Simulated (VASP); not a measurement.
Input of a VASP 6.6.1 run:

Contents of INCAR:

```
PREC     = Accurate       # precision mode
ENCUT    = 500            # plane-wave cutoff, eV
EDIFF    = 1E-6           # SCF threshold, eV
ISMEAR   = 0              # smearing method
SIGMA    = 0.1            # smearing width, eV
LREAL    = False          # projectors in reciprocal space
LASPH    = True           # aspherical terms in the spheres
NELM     = 120            # most SCF steps
ALGO     = Normal         # electronic algorithm
ISIF     = 2              # what is computed and relaxed
LWAVE    = False          # write WAVECAR
LCHARG   = False          # write CHGCAR
GGA      = PS             # functional
NBANDS   = 10             # bands
GGA_COMPAT= False
```

File KPOINTS:

```
Automatic mesh
0
Gamma
  6 6 6
```

File POSCAR:

```
Ir
1.0
   -1.5380119641      1.5380119641      1.5380119641
    1.5380119641     -1.5380119641      1.5380119641
    1.5380119641      1.5380119641     -1.5380119641
Ir
1
Direct
    0.0000000000      0.0000000000      0.0000000000
```

Potentials or basis: VASP PAW PBE potentials, release 64 (Ir).

The run is started by

```sh
$ cat potpaw_PBE.64/Ir/POTCAR > POTCAR
$ mpirun -np 1 vasp_std > vasp.out
```

Problem. Predict the pressure.

Solution. 3.0 GPa.

Caveat: the k points lie up to 0.48 Å⁻¹ apart; the PAW data sets were made with another functional, which shifts forces and pressure a little.
